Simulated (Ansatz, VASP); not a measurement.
One calculation of Ga2O3, two programs

The input INCAR:

```
SYSTEM = Ga2O3
  ALGO = Normal
  EDIFF = 1E-6
  ENCUT = 520
  GGA = RE
  ISIF = 2
  ISMEAR = -1
  LASPH = .True.
  LCHARG = .False.
  LREAL = .False.
  LWAVE = .False.
  NBANDS = 55
  NELM = 60
  PREC = Accurate
  SIGMA = 0.05
```

KPOINTS

```
k-points
0
Gamma
  9 9 5
  0 0 0
```

POSCAR

```
Ga2O3
1.0
    6.2267755065     -1.5483330515      0.0000000000
    6.2267755065      1.5483330515      0.0000000000
   -1.4131720500      0.0000000000      5.7404290996
Ga O
4 6
Direct
    0.3413400000      0.3413400000      0.6859800000
    0.6586600000      0.6586600000      0.3140200000
    0.9095000000      0.9095000000      0.2054000000
    0.0905000000      0.0905000000      0.7946000000
    0.5041000000      0.5041000000      0.7434000000
    0.4959000000      0.4959000000      0.2566000000
    0.8267000000      0.8267000000      0.4368000000
    0.1733000000      0.1733000000      0.5632000000
    0.8355000000      0.8355000000      0.8902000000
    0.1645000000      0.1645000000      0.1098000000
```

The input input.yaml:

```yaml
crystal:
  lattice:
    - [6.2267755065, -1.5483330515, 0.0]
    - [6.2267755065, 1.5483330515, 0.0]
    - [-1.41317205, 0.0, 5.7404290996]
  atoms:
    - { symbol: Ga, position: [0.34134, 0.34134, 0.68598] }
    - { symbol: Ga, position: [0.65866, 0.65866, 0.31402] }
    - { symbol: Ga, position: [0.9095, 0.9095, 0.2054] }
    - { symbol: Ga, position: [0.0905, 0.0905, 0.7946] }
    - { symbol: O, position: [0.5041, 0.5041, 0.7434] }
    - { symbol: O, position: [0.4959, 0.4959, 0.2566] }
    - { symbol: O, position: [0.8267, 0.8267, 0.4368] }
    - { symbol: O, position: [0.1733, 0.1733, 0.5632] }
    - { symbol: O, position: [0.8355, 0.8355, 0.8902] }
    - { symbol: O, position: [0.1645, 0.1645, 0.1098] }
hamiltonian:
  xc: revpbe
  pseudopotentials: { kind: paw }
kpoints:
  mp_grid: { grid: [9, 9, 5] }
scf:
  occupations: { method: fermi_dirac, width: 0.05 }
output:
  forces: true
  stress: true
  eigenvalues: true
```

Alike in both runs: task single point; functional revPBE; k mesh 9 × 9 × 5; occupations fermi-dirac, width 0.05 eV; no spin polarisation.

|  | VASP | Ansatz |
| --- | --- | --- |
| version | VASP 6.6.1 | Ansatz 0.2.0 |
| potentials or method | VASP PAW PBE potentials, release 64 (Ga_d, O) | Ansatz PAW |
| plane-wave cutoff (eV) | 520 | 420 |
| valence electrons in the cell | 88 | 88 |

```tsv
	VASP	Ansatz	Ansatz less VASP
gap on the k mesh at the Fermi level (eV)	1.98	1.99	+0.013
least direct gap on the mesh (eV)	2.01	2.02	+0.011
pressure (GPa)	1.9	1.4	-0.42
traceless stress, the component that is largest in VASP (GPa)	0.41	0.45	+0.035
rms of the force components (eV/Å)	0.050	0.042	-0.0078
```

VASP's potentials were made for PBE, not for revPBE. Atom by atom the forces differ by 0.012 eV/Å (rms over components).

Noted on Ansatz's run: odd divisions of the mesh miss points on the zone boundary, where band edges often lie, so the gap on the mesh can be too wide.
